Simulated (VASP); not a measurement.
Input of a VASP 6.6.1 run:

Contents of INCAR:

```
SYSTEM = Be2Tl
ALGO     = Fast           ! electronic algorithm
EDIFF    = 1E-7           ! SCF threshold, eV
ENCUT    = 520            ! plane-wave cutoff, eV
GGA      = PE             ! functional
ISIF     = 2              ! what is computed and relaxed
ISMEAR   = 0              ! smearing method
LASPH    = .TRUE.         ! aspherical terms in the spheres
LCHARG   = .FALSE.        ! write CHGCAR
LREAL    = .FALSE.        ! projectors in reciprocal space
LWAVE    = .FALSE.        ! write WAVECAR
NBANDS   = 26             ! bands
NELM     = 80             ! most SCF steps
PREC     = Accurate       ! precision mode
SIGMA    = 0.1            ! smearing width, eV
```

File KPOINTS:

```
k-points
0
G
  4 4 6
  0 0 0
```

File POSCAR:

```
Be2Tl
1.0
    5.5457867046      0.0000000000      0.0000000000
    0.0000000000      4.1464380802      0.0000000000
    0.0000000000      0.0000000000      4.1975090776
Be Tl
4 2
Direct
    0.2525101784      0.5000111989      0.0000000000
    0.7474898216      0.4999888011      0.0000000000
    0.7525101784     -0.0000111989      0.5000000000
    0.2474898216      1.0000111989      0.5000000000
    0.0000000000      0.0000000000      0.0000000000
    0.5000000000      0.5000000000      0.5000000000
```

Potentials or basis: VASP PAW PBE potentials, release 64 (Be, Tl_d).

Launch:

```bash
$ cat potpaw_PBE.64/Be/POTCAR potpaw_PBE.64/Tl_d/POTCAR > POTCAR
$ mpirun -np 1 vasp_std > vasp.out
```

Task: Predict the band gap on the k mesh.

Result: Zero (band 17 reaches 7.87 eV, above the bottom of band 18 at 3.18 eV).

Task: What does it give for the largest force?

Result: 0.006 eV/Å.

Task: Predict the pressure.

Result: -0.1 GPa.

Forces in eV/Å, atoms in the order of the input:
```
Be   0.006  0.000  0.000
Be  -0.006  0.000  0.000
Be   0.006  0.000  0.000
Be  -0.006  0.000  0.000
Tl   0.000  0.000  0.000
Tl   0.000  0.000  0.000
```

Caveat: the k points lie up to 0.38 Å⁻¹ apart; spin-orbit coupling is left out, which moves the levels of the heavy elements.
